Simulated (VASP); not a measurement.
PbS: single point with PBE

PbS:

```xyz
4
Lattice="2.0235 -5.6531 0.0000 2.0235 5.6531 0.0000 0.0000 0.0000 4.2387" Properties=species:S:1:pos:R:3 pbc="T T T"
Pb    2.0235   -4.2477    3.1790
Pb    2.0235    4.2477    1.0597
S     2.0235   -1.5552    3.1790
S     2.0235    1.5552    1.0597
```

- Program: VASP 6.6.1
- Task: single point
- Functional: PBE
- Potentials or basis: VASP PAW PBE potentials, release 64 (Pb_d, S)
- Cutoff: 520 eV
- k mesh: 8 × 8 × 6
- Occupations: gaussian, width 0.02 eV
- Spin: no spin polarisation

```yaml
Pressure: 4.8 GPa
Largest_force: 0.006 eV/Å
Band_gap_on_the_k_mesh: 1.15 eV
```

Forces in eV/Å, atoms in the order of the input:
```
Pb   0.000 -0.005  0.000
Pb   0.000  0.005  0.000
S    0.000  0.006  0.000
S    0.000 -0.006  0.000
```

Stress tensor (GPa, compression positive):
```
4.73 0.00 0.00
0.00 4.83 0.00
0.00 0.00 4.74
```

Levels at points of the mesh, in eV from the valence-band top:
```tsv
k point	band 17	band 18	band 19	band 20	band 21	band 22	band 23	band 24
(0.00, 0.00, 0.00)	-2.51	-2.07	-1.77	-0.84	4.47	4.57	5.00	5.46
(0.50, 0.00, 0.00)	-1.71	-1.37	-0.57	-0.39	1.57	1.71	1.74	2.93
(0.50, 0.50, 0.00)	-2.45	-1.64	-1.49	-0.78	1.19	4.35	4.54	4.69
(0.00, 0.00, 0.50)	-1.31	-1.31	-0.07	-0.07	1.67	1.67	2.63	2.63
(0.50, 0.00, 0.50)	-3.73	-3.73	-1.55	-1.55	3.25	3.25	5.57	5.57
(0.50, 0.50, 0.50)	-1.22	-1.22	-0.60	-0.60	1.64	1.64	3.27	3.27
```

It took 6.7 min on 1 thread of Intel Xeon 8259CL (shared host), peak memory 0.38 GiB.

Caveat: the cell stands under pressure; spin-orbit coupling is left out, which moves the levels of the heavy elements. A k mesh can miss the band edges.
